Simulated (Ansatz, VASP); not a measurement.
## BaCaS2: VASP beside Ansatz

File POSCAR:

```
BaCaS2
1.0
    2.1792807984      1.2582083556      7.1799423946
   -2.1792807984      1.2582083556      7.1799423946
    0.0000000000     -2.5164167112      7.1799423946
Ca Ba S
1 1 2
Direct
    1.0000000000      0.0000000000      0.0000000000
    0.5000000000      0.5000000000      0.5000000000
    0.2590901373      0.2590901373      0.2590901373
    0.7409098627      0.7409098627      0.7409098627
```

INCAR.step1

```
SYSTEM = BaCaS2
PREC = Accurate ; ENCUT = 520
ISMEAR = 0 ; SIGMA = 0.01
LREAL = .False. ; LASPH = .True.
NELM = 60 ; NBANDS = 24
GGA = PE ; ALGO = Normal
EDIFF = 1E-4 ; LWAVE = .True.
LCHARG = .False.
```

File INCAR.step2:

```
SYSTEM = BaCaS2
PREC = Accurate ; ENCUT = 520
EDIFF = 1E-6 ; ISMEAR = 0
SIGMA = 0.01 ; LREAL = .False.
LASPH = .True. ; NELM = 60
ALGO = Normal ; ISIF = 2
LWAVE = .False. ; LCHARG = .False.
METAGGA = R2SCAN ; LMIXTAU = .True.
NBANDS = 24 ; ISTART = 1
```

Contents of KPOINTS:

```
Automatic mesh
0
Gamma
  6 6 6
  0 0 0
```

Input for Ansatz:

```yaml
crystal:
  lattice:
    - [2.1792807984, 1.2582083556, 7.1799423946]
    - [-2.1792807984, 1.2582083556, 7.1799423946]
    - [0.0, -2.5164167112, 7.1799423946]
  atoms:
    - { symbol: Ca, position: [1.0, 0.0, 0.0] }
    - { symbol: Ba, position: [0.5, 0.5, 0.5] }
    - { symbol: S, position: [0.2590901373, 0.2590901373, 0.2590901373] }
    - { symbol: S, position: [0.7409098627, 0.7409098627, 0.7409098627] }
kpoints:
  mp_grid: { grid: [6, 6, 6] }
hamiltonian:
  xc: r2scan
scf:
  occupations: { method: fixed }
  n_extra_bands: 5
output:
  forces: true
  stress: true
  eigenvalues: true
```

Alike in both runs: task single point; functional r2SCAN; k mesh 6 × 6 × 6; no spin polarisation.

|  | VASP | Ansatz |
| --- | --- | --- |
| version | VASP 6.6.1 | Ansatz 0.2.0 |
| potentials or method | VASP PAW PBE potentials, release 64 (Ca_sv, Ba_sv, S) | plane waves, PAW |
| plane-wave cutoff (eV) | 520 | 500 |
| occupations | gaussian, width 0.01 eV | fixed |
| valence electrons in the cell | 32 | 32 |

```csv
,VASP,Ansatz,Ansatz less VASP
gap on the k mesh at the Fermi level (eV),2.54,2.59,+0.053
pressure (GPa),-2.3,-2.7,-0.41
"traceless stress, the component that is largest in VASP (GPa)",-0.11,-0.11,-0.003
rms of the force components (eV/Å),0.007,0.026,+0.0193
```

VASP's potentials were made for PBE, not for r2SCAN. Atom by atom the forces differ by 0.019 eV/Å (rms over components).

Spin-orbit coupling is off throughout.
